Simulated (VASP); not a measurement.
Runs of VASP 6.6.1 on Mg. The structure is that of space group Im-3m (No. 229), or close to it. The cells are those of the table. 

```csv
cell,gap on the mesh (eV),pressure (GPa)
"a = 3.018 Å, angles 109.5°, 1 atom",none,2.5
"a = 3.121 Å, angles 109.5°, 1 atom",none,(b)
"a = 3.096 Å, angles 109.5°, 1 atom",none,(a)
"a = 3.045 Å, angles 109.5°, 1 atom",none,1.3
"a = 3.071 Å, angles 109.5°, 1 atom",none,0.2
```

Alike in all rows: task electric field gradients; level r2SCAN; potentials or basis VASP PAW PBE potentials, release 64 (Mg); no spin polarisation; k mesh 14 × 14 × 14; cutoff (eV) 520; smearing fermi-dirac 0.08 eV.

Fill in the values left out.

(a) -0.8; (b) -1.6.

Caveats: the PAW data sets were made with another functional, which shifts forces and pressure a little.

A gap of «none» marks levels without a gap at the run's occupations.
